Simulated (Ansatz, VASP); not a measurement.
## Two plane-wave programs on LiH

```
CELL_PARAMETERS angstrom
0.00000 2.10364 2.03250
2.10364 0.00000 2.03250
2.10364 2.10364 0.00000
ATOMIC_POSITIONS crystal
Li 0.00000 0.00000 0.00000
H 0.50000 0.50000 0.50000
```

Change from the starting cell: strain +0.0350 x Voigt [1, 1, 0, 0, 0, 0], atoms carried along.

Alike in both runs: task single point; functional PBE; k mesh 10 × 10 × 10; occupations gaussian, width 0.05 eV; no spin polarisation.

|  | VASP | Ansatz |
| --- | --- | --- |
| version | VASP 6.6.1 | Ansatz 0.2.0 |
| potentials or method | VASP PAW PBE potentials, release 64 (Li_sv, H), cutoff 520 eV | scalar-relativistic, plane waves, PAW |
| valence electrons in the cell | 4 | 4 |

Ansatz gave:

```
gap on the k mesh at the Fermi level (eV) : 2.75
least direct gap on the mesh (eV)         : 3.00
```

Problem. Which values does VASP return?

Solution. gap on the k mesh at the Fermi level (eV): 2.75; least direct gap on the mesh (eV): 2.99.

The functional is the same, so the differences come from potentials, cutoffs and numerics.

Noted on VASP's run: the cutoff is short for stress, so the pressure is rough.
